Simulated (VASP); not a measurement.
Set up this calculation in VASP 6.6.1, as the native input.

| Quantity | Value |
| --- | --- |
| Task | single point |
| Functional | PBE |
| Potentials or basis | VASP PAW PBE potentials, release 64 (Ru_pv) |
| Cutoff | 520 eV |
| k mesh | 9 × 9 × 4 |
| Occupations | gaussian, width 0.1 eV |
| Spin | no spin polarisation |
| Dipole correction | no |
| Further INCAR settings | ALGO = Normal; EDIFF = 1e-06; NBANDS = 21 |

The structure of Ru lies in POSCAR:

```
Ru
1.0
    2.6508322694      0.0000000000      0.0000000000
   -1.3254161347      2.2956880865      0.0000000000
    0.0000000000      0.0000000000      4.5687251503
Ru
2
Direct
    0.6666666700      0.3333333300      0.7500000000
    0.3333333300      0.6666666700      0.2500000000
```

This cell differs from its parent crystal: Rh replaced by Ru, lengths x 1.017, strained.

The input as run:

INCAR

```
  ALGO = Normal
  EDIFF = 1E-6
  ENCUT = 520
  GGA = PE
  ISIF = 2
  ISMEAR = 0
  LASPH = T
  LCHARG = F
  LREAL = F
  LWAVE = F
  NBANDS = 21
  NELM = 100
  PREC = Accurate
  SIGMA = 0.1
```

KPOINTS

```
k-points
0
Gamma
  9 9 4
```

Potentials or basis: VASP PAW PBE potentials, release 64 (Ru_pv).

Command:

```sh
$ cat potpaw_PBE.64/Ru_pv/POTCAR > POTCAR
$ mpirun -np 1 vasp_std > vasp.out
```

Results of the run:

| Property | Result |
| --- | --- |
| Pressure | -1.2 GPa |
| Band gap on the k mesh | zero (bands 14 and 15 overlap by 2.47 eV) |

Caveat: the cell differs from its parent crystal (Rh replaced by Ru, lengths x 1.017, strained).

Wall time 22 s on 1 thread of Intel Xeon 8259CL, with other jobs on the host, peak memory 0.14 GiB.
